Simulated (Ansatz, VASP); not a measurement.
## InP2: VASP beside Ansatz

```
In P
1.0
     2.04607    1.18130    4.83713
    -2.04607    1.18130    4.83713
     0.00000   -2.36259    4.83713
In P
1 2
Direct
  0.00000 0.00000 0.00000
  0.42809 0.42809 0.42809
  0.57191 0.57191 0.57191
```

Alike in both runs: functional PBE; k mesh 12 × 12 × 12; occupations gaussian, width 0.1 eV; no spin polarisation.

Ansatz relaxed the structure, and its values are those at the end. VASP's run is a single point on that final structure, the one shown.

```csv
,VASP,Ansatz
version,VASP 6.6.1,Ansatz 0.2.0
potentials or method,"VASP PAW PBE potentials, release 64 (In_d, P), cutoff 520 eV","scalar-relativistic, plane waves, PAW"
valence electrons in the cell,23,23
```

VASP gave:

- gap on the k mesh at the Fermi level (eV): none
- pressure (GPa): -0.1
- rms of the force components (eV/Å): 0.024

Estimate Ansatz's values.

gap on the k mesh at the Fermi level (eV): none; pressure (GPa): 0.0; rms of the force components (eV/Å): 0.001.

A gap of «none» marks a metal or a gap that the smearing closes. With one functional, cell and mesh, what is left measures potentials, basis and numerics.
